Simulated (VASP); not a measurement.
# WS2 (R3m) in VASP: further runs, part 2 of 2

VASP 6.6.1.

## Step 3: Single point, LDA

Input file POSCAR:

```
WS2
1.0
    1.5790003843      0.9116362969      6.1633300000
   -1.5790003843      0.9116362969      6.1633300000
    0.0000000000     -1.8232725938      6.1633300000
W S
1 2
Direct
    0.0000000000      0.0000000000      0.0000000000
    0.7503000000      0.7503000000      0.7503000000
    0.5810000000      0.5810000000      0.5810000000
```

Input file INCAR.step1:

```
SYSTEM = WS2
  PREC = Accurate
  ENCUT = 520
  EDIFF = 1E-6
  ISMEAR = -1
  SIGMA = 0.08
  LREAL = .FALSE.
  LASPH = .TRUE.
  NELM = 60
  ALGO = Normal
  ISIF = 2
  LWAVE = .FALSE.
  LCHARG = .TRUE.
  LMAXMIX = 4
  NBANDS = 20
```

Input file KPOINTS.step1:

```
regular mesh
0
G
  13 13 13
  0 0 0
```

Input file INCAR.step2:

```
SYSTEM = WS2
  PREC = Accurate
  ENCUT = 520
  EDIFF = 1E-6
  ISMEAR = -5
  SIGMA = 0.08
  LREAL = .FALSE.
  LASPH = .TRUE.
  NELM = 60
  ALGO = Normal
  ISIF = 2
  LWAVE = .FALSE.
  LCHARG = .FALSE.
  LMAXMIX = 4
  LORBIT = 11
  NEDOS = 1001
  ICHARG = 11
```

Input file KPOINTS.step2:

```
regular mesh
0
G
  20 20 20
  0 0 0
```

Potentials or basis: VASP PAW LDA potentials, release 64 (W_sv, S).

Launch:

```bash
$ cat potpaw_LDA.64/W_sv/POTCAR potpaw_LDA.64/S/POTCAR > POTCAR
$ cp INCAR.step1 INCAR
$ cp KPOINTS.step1 KPOINTS
$ mpirun -np 1 vasp_std > vasp.out
$ cp INCAR.step2 INCAR
$ cp KPOINTS.step2 KPOINTS
$ mpirun -np 1 vasp_std > vasp.out
```

OUTCAR:

```text
SYSTEM = WS2
   PREC = Accurate
   ENCUT = 520
   EDIFF = 1E-6
   ISMEAR = -5
   LREAL = .FALSE.
   LASPH = .TRUE.
   NELM = 60
   ISIF = 2
   LORBIT = 11
   ICHARG = 11

 ion  position               nearest neighbor table
   1  0.000  0.000  0.000-   2 2.39   2 2.39   2 2.39   3 2.42   3 2.42   3 2.42
   2  0.750  0.750  0.750-   1 2.39   1 2.39   1 2.39
   3  0.581  0.581  0.581-   1 2.42   1 2.42   1 2.42

  LATTYP: Found a trigonal (rhomboedric) cell.
 ALAT       =     6.4273602389
 COS(alpha) =     0.8792939096

  Lattice vectors:

 A1 = (   1.5790003843,   0.9116362969,   6.1633300000)
 A2 = (  -1.5790003843,   0.9116362969,   6.1633300000)
 A3 = (   0.0000000000,  -1.8232725938,   6.1633300000)

Analysis of symmetry for initial positions (statically):
=====================================================================
 Subroutine PRICEL returns:
 Original cell was already a primitive cell.

 Routine SETGRP: Setting up the symmetry group for a
 trigonal (rhombohedral) supercell.

 Subroutine GETGRP returns: Found  6 space group operations
 (whereof  6 operations were pure point group operations)
 out of a pool of 12 trial point group operations.

The static configuration has the point symmetry C_3v.

Analysis of symmetry for dynamics (positions and initial velocities):
=====================================================================
 Subroutine PRICEL returns:
 Original cell was already a primitive cell.

 Routine SETGRP: Setting up the symmetry group for a
 trigonal (rhombohedral) supercell.

 Subroutine GETGRP returns: Found  6 space group operations
 (whereof  6 operations were pure point group operations)
 out of a pool of 12 trial point group operations.

The dynamic configuration has the point symmetry C_3v.

 Subroutine INISYM returns: Found  6 space group operations
 (whereof  6 operations are pure point group operations),
 and found     1 'primitive' translations

----------------------------------------------------------------------------------------

                                     Primitive cell

  volume of cell :      53.2317

  direct lattice vectors                    reciprocal lattice vectors
     1.579000384  0.911636297  6.163330000     0.316656034  0.182821447  0.054083318
    -1.579000384  0.911636297  6.163330000    -0.316656034  0.182821447  0.054083318
     0.000000000 -1.823272594  6.163330000     0.000000000 -0.365642893  0.054083318

  length of vectors
     6.427360239  6.427360239  6.427360239     0.369621064  0.369621064  0.369621064

  position of ions in fractional coordinates (direct lattice)
     0.000000000  0.000000000  0.000000000
     0.750300000  0.750300000  0.750300000
     0.581000000  0.581000000  0.581000000

  ion indices of the primitive-cell ions
   primitive index   ion index
                 1           1
                 2           2
                 3           3

----------------------------------------------------------------------------------------

 KPOINTS: regular mesh

[... 29 lines left out ...]
  0.150000  0.000000  0.000000      6.000000
  0.200000  0.000000  0.000000      6.000000
  0.250000  0.000000  0.000000      6.000000
[... 16 lines left out ...]
 -0.400000  0.050000  0.000000     12.000000
 -0.350000  0.050000 -0.000000     12.000000
 [... further k-points ...]
   k-points           NKPTS =    781   k-points in BZ     NKDIM =    781   number of bands    NBANDS=     17
   number of dos      NEDOS =   1001   number of ions     NIONS =      3
   total plane-waves  NPLWV = 110592
   dimension x,y,z NGX =    48 NGY =   48 NGZ =   48
   dimension x,y,z NGXF=    96 NGYF=   96 NGZF=   96
   ions per type =               1   2
   NGX,Y,Z   is equivalent  to a cutoff of  12.42, 12.42, 12.42 a.u.
   NGXF,Y,Z  is equivalent  to a cutoff of  24.83, 24.83, 24.83 a.u.
 SYSTEM =  WS2
   PREC   = accura    normal or accurate (medium, high low for compatibility)
   ISTART =      0    job   : 0-new  1-cont  2-samecut
   ICHARG =     11    charge: 1-file 2-atom 10-const
   ISPIN  =      1    spin polarized calculation?
   LNONCOLLINEAR =      F non collinear calculations
   LSORBIT =      F    spin-orbit coupling
   LASPH  =      T    aspherical Exc in radial PAW
   ENCUT  =  520.0 eV  38.22 Ry    6.18 a.u.  11.95 11.95 11.95*2*pi/ulx,y,z
   NELM   =     60;   NELMIN=  2; NELMDL=  0     # of ELM steps
   EDIFF  = 0.1E-05   stopping-criterion for ELM
   LREAL  =      F    real-space projection
   EDIFFG = 0.1E-04   stopping-criterion for IOM
   NSW    =      0    number of steps for IOM
   IBRION =     -1    ionic relax: 0-MD 1-quasi-New 2-CG
   NFREE  =      0    steps in history (QN), initial steepest desc. (CG)
   ISIF   =      2    stress and relaxation
   ISYM   =      2    0-nonsym 1-usesym 2-fastsym
   POTIM  = 0.5000    time-step for ionic-motion
   TEBEG  =    0.0;   TEEND  =   0.0 temperature during run
   PSTRESS=    0.0 pullay stress
   NELECT =      26.0000    total number of electrons
   NUPDOWN=      -1.0000    fix difference up-down
   EMIN   =  10.00;   EMAX   =-10.00  energy-range for DOS
   EFERMI =   0.00;   METHOD = LEGACY
   ISMEAR =    -5;   SIGMA  =   0.08  broadening in eV -4-tet -1-fermi 0-gaus
   EFERMI_NEDOS =   21; number of points for ismear=-14 and -15
   IALGO  =     38    algorithm
   IMIX   =      4    mixing-type and parameters
     AMIX     =   0.40;   BMIX     =  1.00
     AMIX_MAG =   1.60;   BMIX_MAG =  1.00
  volume/ion in A,a.u.               =      17.74       119.74
  Fermi-wavevector in a.u.,A,eV,Ry     =   1.289266  2.436359 22.615688  1.662206
  Thomas-Fermi vector in A             =   2.421169
   LORBIT       =     11    0 simple, 1 ext, 2 COOP (PROOUT), +10 PAW based schemes
   GGA     = CA    functional components
   LHFCALC =     F    Hartree Fock is set to
   AEXX    =    0.0000 exact exchange contribution
   IVDW    =     0    specifies the selected vdW correction
   LEPSILON=     F    determine dielectric tensor
   LRPA    =     F    only Hartree local field effects (RPA)
 non-spin polarized calculation
 Fermi weights with tetrahedron method with Bloechl corrections
  energy-cutoff  :      520.00
  volume of cell :       53.23
 maximum number of plane-waves:      1451

 number of electron      26.0000001 magnetization

 Free energy of the ion-electron system (eV)
  ---------------------------------------------------
  ext. energy  EPLUGINS =         0.00000000
  ---------------------------------------------------
  free energy    TOTEN  =       -26.24152084 eV

  energy without entropy =      -26.24152084  energy(sigma->0) =      -26.24152084

 E-fermi :   7.3500     XC(G=0): -11.2375

 val. band max:        7.3494279754   @ k =   0.5000   0.5000   0.5000
 cond. band min:       8.3146150173   @ k =  -0.2000   0.1500   0.0000
 fundamental gap:      0.9651870419
 Fermi energy:         7.3499977275

 k-point     1 :       0.0000    0.0000    0.0000
  band No.  band energies     occupation
      1     -66.8452      2.00000
      2     -31.3771      2.00000
      3     -31.1880      2.00000
      4     -31.1880      2.00000
      5      -8.2336      2.00000
      6      -6.2179      2.00000
[... 457 lines left out ...]
      4     -31.2677      2.00000
      5      -6.3702      2.00000
      6      -5.6969      2.00000
[... 9 lines left out ...]
     16      10.7085      0.00000
     17      11.1652      0.00000

 [... further k-points ...]

------------------------ aborting loop because EDIFF is reached ----------------------------------------

  FORCE on cell =-STRESS in cart. coord.  units (eV):
  Direction    XX          YY          ZZ          XY          YZ          ZX
  --------------------------------------------------------------------------------------
  -------------------------------------------------------------------------------------
  Total       -1.1414282     -1.1414282     -0.9838997      0.0000000      0.0000000      0.0000000
  in kB      -34.3548994    -34.3548994    -29.6135785      0.0000000      0.0000000      0.0000000
  external PRESSURE =     -32.7744591 kB  Pullay stress =       0.0000000 kB

 VOLUME and BASIS-vectors are now :
 -----------------------------------------------------------------------------
  energy-cutoff  :      520.00
  volume of cell :       53.23
      direct lattice vectors                 reciprocal lattice vectors
     1.579000384  0.911636297  6.163330000     0.316656034  0.182821447  0.054083318
    -1.579000384  0.911636297  6.163330000    -0.316656034  0.182821447  0.054083318
     0.000000000 -1.823272594  6.163330000     0.000000000 -0.365642893  0.054083318

 POSITION                                       TOTAL-FORCE (eV/Angst)
 -----------------------------------------------------------------------------------
      0.00000      0.00000      0.00000         0.000000     -0.000000     -0.587333
      0.00000      0.00000     13.87304         0.000000     -0.000000      0.067344
      0.00000      0.00000     10.74268         0.000000      0.000000      0.519989
 -----------------------------------------------------------------------------------
    total drift:                                0.000000      0.000000      0.000019

  FREE ENERGIE OF THE ION-ELECTRON SYSTEM (eV)
  ---------------------------------------------------
  free  energy   TOTEN  =       -26.2415208377 eV

  energy  without entropy=      -26.2415208377  energy(sigma->0) =      -26.24152084

 total charge

# of ion       s       p       d       tot
------------------------------------------
    1        2.325   6.331   3.435  12.091
    2        1.357   2.362   0.000   3.719
    3        1.359   2.344   0.000   3.703
--------------------------------------------------
tot          5.040  11.038   3.435  19.513
```

It took 19 min on 1 thread of Intel Xeon Platinum 8488C (Sapphire Rapids), shared host; peak memory 0.78 GiB.

Results:

```
Valence electrons inside the program's atomic spheres : W 12.09; S 3.72, 3.70
```

Levels at points of the mesh, in eV from the valence-band top:
```csv
k point,band 11,band 12,band 13,band 14,band 15,band 16
"(0.00, 0.00, 0.00)",-2.29,-1.54,-1.25,2.17,2.17,2.53
"(0.50, 0.00, 0.00)",-2.55,-1.78,-1.72,2.25,2.54,3.57
"(0.50, 0.50, 0.00)",-3.17,-1.98,-1.53,2.21,2.66,3.16
"(0.50, 0.50, 0.50)",-2.26,-2.26,0.00,2.29,2.29,2.37
```

Caveat: spin-orbit coupling is left out, which moves the levels of the heavy elements.
